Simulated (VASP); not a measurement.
Wanted: the native input for a VASP 6.6.1 run.

| Item | Value |
| --- | --- |
| Task | single point |
| Functional | PBE |
| Potentials or basis | VASP PAW PBE potentials, release 64 (Si, Ni) |
| Cutoff | 520 eV |
| k mesh | 16 × 16 × 16 |
| Occupations | gaussian, width 0.15 eV |
| Spin | no spin polarisation |
| Dipole correction | no |
| Further INCAR settings | ALGO = Normal; EDIFF = 1e-07; NBANDS = 16 |

The structure of Si2Ni lies in POSCAR:

```
Si2Ni
1.0
    0.0000000000      2.7234129054      2.8051152926
    2.7234129054      0.0000000000      2.8051152926
    2.7234129054      2.7234129054      0.0000000000
Si Ni
2 1
Direct
    0.2500000000      0.2500000000      0.2500000000
    0.7500000000      0.7500000000      0.7500000000
    0.0000000000      0.0000000000      0.0000000000
```

This cell differs from its parent crystal: strain +0.000 along x and y, +0.030 along z.

The input as run:

INCAR

```
PREC     = Accurate       # precision mode
ENCUT    = 520            # plane-wave cutoff, eV
EDIFF    = 1E-7           # SCF threshold, eV
ISMEAR   = 0              # smearing method
SIGMA    = 0.15           # smearing width, eV
LREAL    = F              # projectors in reciprocal space
LASPH    = T              # aspherical terms in the spheres
NELM     = 100            # most SCF steps
ALGO     = Normal         # electronic algorithm
ISIF     = 2              # what is computed and relaxed
LWAVE    = F              # write WAVECAR
LCHARG   = F              # write CHGCAR
GGA      = PE             # functional
NBANDS   = 16             # bands
```

KPOINTS

```
regular mesh
0
Gamma
  16 16 16
```

Potentials or basis: VASP PAW PBE potentials, release 64 (Si, Ni).

The run is started by

```bash
$ cat potpaw_PBE.64/Si/POTCAR potpaw_PBE.64/Ni/POTCAR > POTCAR
$ mpirun -np 1 vasp_std > vasp.out
```

It gave:

* Pressure: -4.0 GPa
* Band gap on the k mesh: zero (bands 9 and 10 overlap by 2.10 eV)

Caveat: the cell differs from its parent crystal (strain +0.000 along x and y, +0.030 along z); the cell stands under tension.

Run time: 3.2 min on 1 thread of Intel(R) Xeon(R) 6975P-C (Granite Rapids), with other jobs on the host, peak memory 0.34 GiB.
